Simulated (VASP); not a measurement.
# BaO (Fm-3m) in VASP: further runs

The runs below take BaO through single point, with PBE+D3(BJ).

Everything below comes from runs of VASP 6.6.1. Logs are shortened: lines on timing, memory, paths and dates and some standing lists are left out, and cuts for length are marked.

### Step 1. The cell of the first run

Symmetry: Fm-3m, No. 225, cubic system. The conventional cell has a = 5.271 Å, b = 5.271 Å, c = 5.271 Å, α = 90.00°, β = 90.00°, γ = 90.00°. Ba (site symmetry m-3m) has 6 O at 2.64 Å within 3.5 Å. O (site symmetry m-3m) has 6 Ba at 2.64 Å within 3.5 Å.

### Step 2. Single point, PBE+D3(BJ)

INCAR

```
PREC = Accurate ; ENCUT = 600
EDIFF = 1E-6 ; ISMEAR = 0
SIGMA = 0.01 ; LREAL = F
LASPH = T ; NELM = 120
ALGO = Normal ; ISIF = 2
LWAVE = F ; LCHARG = T
GGA = PE ; IVDW = 12
LELF = T ; LVHAR = T
NBANDS = 15 ; GGA_COMPAT = F
```

KPOINTS

```
regular mesh
0
Gamma
  8 8 8
```

POSCAR

```
BaO
1.0
    0.0000000000      2.6352809214      2.6352809214
    2.6352809214      0.0000000000      2.6352809214
    2.6352809214      2.6352809214      0.0000000000
Ba O
1 1
Direct
    0.0000000000      0.0000000000      0.0000000000
    0.5000000000      0.5000000000      0.5000000000
```

Potentials or basis: VASP PAW PBE potentials, release 64 (Ba_sv, O).

Started as:

```console
$ cat potpaw_PBE.64/Ba_sv/POTCAR potpaw_PBE.64/O/POTCAR > POTCAR
$ mpirun -np 1 vasp_std > vasp.out
```

OUTCAR:

```text
PREC = Accurate
   ENCUT = 600
   EDIFF = 1E-6
   ISMEAR = 0
   LREAL = F
   LASPH = T
   NELM = 120
   ISIF = 2
   GGA = PE
   IVDW = 12
 IVDW          = 12

 ion  position               nearest neighbor table
   1  0.000  0.000  0.000-   2 2.64   2 2.64   2 2.64   2 2.64   2 2.64   2 2.64
   2  0.500  0.500  0.500-   1 2.64   1 2.64   1 2.64   1 2.64   1 2.64   1 2.64

  LATTYP: Found a face centered cubic cell.
 ALAT       =     5.2705618428

  Lattice vectors:

 A1 = (   0.0000000000,   2.6352809214,   2.6352809214)
 A2 = (   2.6352809214,   0.0000000000,   2.6352809214)
 A3 = (   2.6352809214,   2.6352809214,   0.0000000000)

Analysis of symmetry for initial positions (statically):
=====================================================================
 Subroutine PRICEL returns:
 Original cell was already a primitive cell.

 Routine SETGRP: Setting up the symmetry group for a
 face centered cubic supercell.

 Subroutine GETGRP returns: Found 48 space group operations
 (whereof 48 operations were pure point group operations)
 out of a pool of 48 trial point group operations.

The static configuration has the point symmetry O_h .

Analysis of symmetry for dynamics (positions and initial velocities):
=====================================================================
 Subroutine PRICEL returns:
 Original cell was already a primitive cell.

 Routine SETGRP: Setting up the symmetry group for a
 face centered cubic supercell.

 Subroutine GETGRP returns: Found 48 space group operations
 (whereof 48 operations were pure point group operations)
 out of a pool of 48 trial point group operations.

The dynamic configuration has the point symmetry O_h .

 Subroutine INISYM returns: Found 48 space group operations
 (whereof 48 operations are pure point group operations),
 and found     1 'primitive' translations

----------------------------------------------------------------------------------------

                                     Primitive cell

  volume of cell :      36.6025

  direct lattice vectors                    reciprocal lattice vectors
     0.000000000  2.635280921  2.635280921    -0.189733093  0.189733093  0.189733093
     2.635280921  0.000000000  2.635280921     0.189733093 -0.189733093  0.189733093
     2.635280921  2.635280921  0.000000000     0.189733093  0.189733093 -0.189733093

  length of vectors
     3.726850020  3.726850020  3.726850020     0.328627357  0.328627357  0.328627357

  position of ions in fractional coordinates (direct lattice)
     0.000000000  0.000000000  0.000000000
     0.500000000  0.500000000  0.500000000

  ion indices of the primitive-cell ions
   primitive index   ion index
                 1           1
                 2           2

----------------------------------------------------------------------------------------

 KPOINTS: regular mesh

Automatic generation of k-mesh.
 Grid dimensions read from file:
 generate k-points for:    8    8    8

 Generating k-lattice:

  Cartesian coordinates                     Fractional coordinates (reciprocal lattice)
    -0.023716637  0.023716637  0.023716637     0.125000000  0.000000000  0.000000000
     0.023716637 -0.023716637  0.023716637     0.000000000  0.125000000  0.000000000
     0.023716637  0.023716637 -0.023716637     0.000000000  0.000000000  0.125000000

  Length of vectors
     0.041078420  0.041078420  0.041078420

  Shift w.r.t. Gamma in fractional coordinates (k-lattice)
     0.000000000  0.000000000  0.000000000

 Subroutine IBZKPT returns following result:
 ===========================================

 Found     29 irreducible k-points:

 Following reciprocal coordinates:
            Coordinates               Weight
  0.000000  0.000000  0.000000      1.000000
  0.125000  0.000000  0.000000      8.000000
  0.250000  0.000000  0.000000      8.000000
  0.375000  0.000000  0.000000      8.000000
  0.500000  0.000000  0.000000      4.000000
  0.125000  0.125000  0.000000      6.000000
[... 16 lines left out ...]
  0.500000  0.250000  0.125000     48.000000
 -0.375000  0.250000  0.125000     24.000000
 [... further k-points ...]
   k-points           NKPTS =     29   k-points in BZ     NKDIM =     29   number of bands    NBANDS=     15
   number of dos      NEDOS =    301   number of ions     NIONS =      2
   total plane-waves  NPLWV =  27000
   dimension x,y,z NGX =    30 NGY =   30 NGZ =   30
   dimension x,y,z NGXF=    60 NGYF=   60 NGZF=   60
   ions per type =               1   1
   NGX,Y,Z   is equivalent  to a cutoff of  13.38, 13.38, 13.38 a.u.
   NGXF,Y,Z  is equivalent  to a cutoff of  26.76, 26.76, 26.76 a.u.
 SYSTEM =  unknown system
   PREC   = accura    normal or accurate (medium, high low for compatibility)
   ISTART =      0    job   : 0-new  1-cont  2-samecut
   ICHARG =      2    charge: 1-file 2-atom 10-const
   ISPIN  =      1    spin polarized calculation?
   LNONCOLLINEAR =      F non collinear calculations
   LSORBIT =      F    spin-orbit coupling
   LASPH  =      T    aspherical Exc in radial PAW
   ENCUT  =  600.0 eV  44.10 Ry    6.64 a.u.   7.44  7.44  7.44*2*pi/ulx,y,z
   NELM   =    120;   NELMIN=  2; NELMDL= -5     # of ELM steps
   EDIFF  = 0.1E-05   stopping-criterion for ELM
   LREAL  =      F    real-space projection
   EDIFFG = 0.1E-04   stopping-criterion for IOM
   NSW    =      0    number of steps for IOM
   IBRION =     -1    ionic relax: 0-MD 1-quasi-New 2-CG
   NFREE  =      0    steps in history (QN), initial steepest desc. (CG)
   ISIF   =      2    stress and relaxation
   ISYM   =      2    0-nonsym 1-usesym 2-fastsym
   POTIM  = 0.5000    time-step for ionic-motion
   TEBEG  =    0.0;   TEEND  =   0.0 temperature during run
   PSTRESS=    0.0 pullay stress
   NELECT =      16.0000    total number of electrons
   NUPDOWN=      -1.0000    fix difference up-down
   EMIN   =  10.00;   EMAX   =-10.00  energy-range for DOS
   EFERMI =   0.00;   METHOD = LEGACY
   ISMEAR =     0;   SIGMA  =   0.01  broadening in eV -4-tet -1-fermi 0-gaus
   EFERMI_NEDOS =   21; number of points for ismear=-14 and -15
   IALGO  =     38    algorithm
   IMIX   =      4    mixing-type and parameters
     AMIX     =   0.40;   BMIX     =  1.00
     AMIX_MAG =   1.60;   BMIX_MAG =  1.00
  volume/ion in A,a.u.               =      18.30       123.50
  Fermi-wavevector in a.u.,A,eV,Ry     =   1.242447  2.347885 21.002971  1.543675
  Thomas-Fermi vector in A             =   2.376801
   LORBIT       =      0    0 simple, 1 ext, 2 COOP (PROOUT), +10 PAW based schemes
   GGA     = PE    functional components
   LHFCALC =     F    Hartree Fock is set to
   AEXX    =    0.0000 exact exchange contribution
   IVDW    =    12    specifies the selected vdW correction
   LEPSILON=     F    determine dielectric tensor
   LRPA    =     F    only Hartree local field effects (RPA)
 non-spin polarized calculation
 Gauss-broadening in eV      SIGMA  =   0.01
  energy-cutoff  :      600.00
  volume of cell :       36.60
 maximum number of plane-waves:      1243
 NGX is ok and might be reduce to    30
   NGX = 15   NGY = 15   NGZ = 15

 number of electron      16.0000005 magnetization

 Free energy of the ion-electron system (eV)
  ---------------------------------------------------
  ext. energy  EPLUGINS =         0.00000000
  ---------------------------------------------------
  free energy    TOTEN  =       -11.40565857 eV

  energy without entropy =      -11.40565857  energy(sigma->0) =      -11.40565857

 E-fermi :   3.1357     XC(G=0): -10.3285

 val. band max:        3.0779740729   @ k =   0.5000   0.5000   0.0000
 cond. band min:       4.4028295943   @ k =   0.5000   0.5000   0.0000
 fundamental gap:      1.3248555213
 Fermi energy:         3.1357012627

 k-point     1 :       0.0000    0.0000    0.0000
  band No.  band energies     occupation
      1     -23.0404      2.00000
      2     -12.4429      2.00000
      3      -7.1712      2.00000
      4      -7.1712      2.00000
      5      -7.1712      2.00000
      6       2.2683      2.00000
      7       2.2683      2.00000
      8       2.2683      2.00000
      9       7.2660      0.00000
     10       7.5505      0.00000
     11       7.5505      0.00000
     12       7.5505      0.00000
     13      10.2212      0.00000
     14      10.2212      0.00000
     15      13.0302      0.00000

 k-point     2 :       0.1250    0.0000    0.0000
  band No.  band energies     occupation
      1     -22.9747      2.00000
      2     -12.6198      2.00000
      3      -7.2128      2.00000
      4      -7.1945      2.00000
      5      -7.1945      2.00000
      6       1.9009      2.00000
      7       2.0013      2.00000
      8       2.0013      2.00000
      9       7.3758      0.00000
     10       7.8945      0.00000
     11       7.8945      0.00000
     12       8.0187      0.00000
     13      10.7353      0.00000
     14      10.7353      0.00000
     15      14.1561      0.00000

 k-point     3 :       0.2500    0.0000    0.0000
  band No.  band energies     occupation
      1     -22.8092      2.00000
      2     -13.0488      2.00000
      3      -7.3047      2.00000
      4      -7.2488      2.00000
      5      -7.2488      2.00000
      6       1.1916      2.00000
      7       1.4434      2.00000
      8       1.4434      2.00000
      9       7.3881      0.00000
     10       8.8335      0.00000
     11       8.8335      0.00000
     12       9.7135      0.00000
     13      11.9840      0.00000
     14      11.9840      0.00000
     15      16.6378      0.00000
[... 343 lines left out ...]
 k-point    23 :       0.5000    0.2500    0.1250
  band No.  band energies     occupation
      1     -22.5492      2.00000
      2     -13.3400      2.00000
      3      -8.1085      2.00000
      4      -7.8740      2.00000
      5      -7.3091      2.00000
      6       1.0022      2.00000
      7       1.3117      2.00000
      8       2.1772      2.00000
      9       6.9836      0.00000
     10       9.3780      0.00000
     11      10.8651      0.00000
     12      11.2113      0.00000
     13      13.4436      0.00000
     14      15.1595      0.00000
     15      16.8899      0.00000

 k-point    24 :      -0.3750    0.2500    0.1250
  band No.  band energies     occupation
      1     -22.4890      2.00000
      2     -13.4304      2.00000
      3      -8.1328      2.00000
      4      -8.1038      2.00000
      5      -7.2874      2.00000
      6       0.8341      2.00000
      7       1.7457      2.00000
      8       1.7504      2.00000
      9       7.9113      0.00000
     10       8.5814      0.00000
     11      11.3888      0.00000
     12      11.7691      0.00000
     13      14.1180      0.00000
     14      15.8595      0.00000
     15      16.3888      0.00000

 [... further k-points ...]

------------------------ aborting loop because EDIFF is reached ----------------------------------------

 Edisp (eV)   -0.52908

 E8    (eV) :    -0.2739

  FORCE on cell =-STRESS in cart. coord.  units (eV):
  Direction    XX          YY          ZZ          XY          YZ          ZX
  --------------------------------------------------------------------------------------
  -------------------------------------------------------------------------------------
  Total       4.03128     4.03128     4.03128    -0.00000     0.00000    -0.00000
  in kB     176.45852   176.45852   176.45852    -0.00000     0.00000    -0.00000
  external pressure =      176.46 kB  Pullay stress =        0.00 kB

 VOLUME and BASIS-vectors are now :
 -----------------------------------------------------------------------------
  energy-cutoff  :      600.00
  volume of cell :       36.60
      direct lattice vectors                 reciprocal lattice vectors
     0.000000000  2.635280921  2.635280921    -0.189733093  0.189733093  0.189733093
     2.635280921  0.000000000  2.635280921     0.189733093 -0.189733093  0.189733093
     2.635280921  2.635280921  0.000000000     0.189733093  0.189733093 -0.189733093

 POSITION                                       TOTAL-FORCE (eV/Angst)
 -----------------------------------------------------------------------------------
      0.00000      0.00000      0.00000         0.000000     -0.000000      0.000000
      2.63528      2.63528      2.63528        -0.000000      0.000000     -0.000000
 -----------------------------------------------------------------------------------
    total drift:                                0.000000      0.000000      0.000000

  FREE ENERGIE OF THE ION-ELECTRON SYSTEM (eV)
  ---------------------------------------------------
  free  energy   TOTEN  =       -11.9347431974 eV

  energy  without entropy=      -11.9347431974  energy(sigma->0) =      -11.93474320
```

It took 29 s on 1 thread of Intel Xeon Platinum 8375C at 2.90GHz (Ice Lake), shared host; peak memory 0.18 GiB.

What came out:

| Quantity | Value |
| --- | --- |
| Free energy | -11.9347 eV |
| Pressure | 17.6 GPa |
| Band gap on the k mesh | 1.32 eV, direct |
| Dispersion energy per atom | -0.265 eV |

Levels at points of the mesh, in eV from the valence-band top:
| k point | band 4 | band 5 | band 6 | band 7 | band 8 | band 9 | band 10 | band 11 | band 12 | band 13 |
| --- | --- | --- | --- | --- | --- | --- | --- | --- | --- | --- |
| (0.00, 0.00, 0.00) | -10.25 | -10.25 | -0.81 | -0.81 | -0.81 | 4.19 | 4.47 | 4.47 | 4.47 | 7.14 |
| (0.50, 0.00, 0.00) | -10.40 | -10.40 | -2.68 | -2.29 | -2.29 | 4.99 | 7.52 | 7.52 | 8.94 | 11.59 |
| (0.50, 0.50, 0.00) | -11.15 | -11.15 | -0.41 | -0.41 | 0.00 | 1.32 | 6.54 | 9.49 | 10.31 | 10.59 |

Caveat: spin-orbit coupling is left out, which moves the levels of the heavy elements.

### Step 3. Single point, PBE+D3(BJ)

This run uses another cell than the first one, of 19.13 Å³/atom, 1.045 times its volume.

INCAR

```
SYSTEM = BaO
PREC = Accurate ; ENCUT = 600
EDIFF = 1E-6 ; ISMEAR = 0
SIGMA = 0.01 ; LREAL = .FALSE.
LASPH = .TRUE. ; NELM = 120
ALGO = Normal ; ISIF = 2
LWAVE = .FALSE. ; LCHARG = .TRUE.
GGA = PE ; IVDW = 12
LELF = .TRUE. ; LVHAR = .TRUE.
NBANDS = 15 ; GGA_COMPAT = .FALSE.
```

KPOINTS

```
regular mesh
0
G
  8 8 8
  0 0 0
```

POSCAR

```
BaO
1.0
    0.0000000000      2.6746192721      2.6746192721
    2.6746192721      0.0000000000      2.6746192721
    2.6746192721      2.6746192721      0.0000000000
Ba O
1 1
Direct
    0.0000000000      0.0000000000      0.0000000000
    0.5000000000      0.5000000000      0.5000000000
```

Potentials or basis: VASP PAW PBE potentials, release 64 (Ba_sv, O).

Started as:

```console
$ cat potpaw_PBE.64/Ba_sv/POTCAR potpaw_PBE.64/O/POTCAR > POTCAR
$ mpirun -np 1 vasp_std > vasp.out
```

Wall time 34 s (1 thread of Intel Xeon Platinum 8375C at 2.90GHz (Ice Lake), shared host); peak memory 0.19 GiB.

The run converged. Its results:

| Quantity | Value |
| --- | --- |
| Free energy | -12.0874 eV |
| Pressure | 11.6 GPa |
| Band gap on the k mesh | 1.55 eV, direct |
| Dispersion energy per atom | -0.253 eV |

Levels at points of the mesh, in eV from the valence-band top:
```
           k point  band 6  band 7  band 8  band 9  band 10  band 11
(0.00, 0.00, 0.00)   -0.65   -0.65   -0.65    3.99     4.56     4.56
(0.50, 0.00, 0.00)   -2.46   -2.02   -2.02    4.99     7.42     7.42
(0.50, 0.50, 0.00)   -0.33   -0.33    0.00    1.55     6.37     9.32
```

Caveat: spin-orbit coupling is left out, which moves the levels of the heavy elements. A k mesh can miss the band edges.

(Continued in part 2 of 2.)
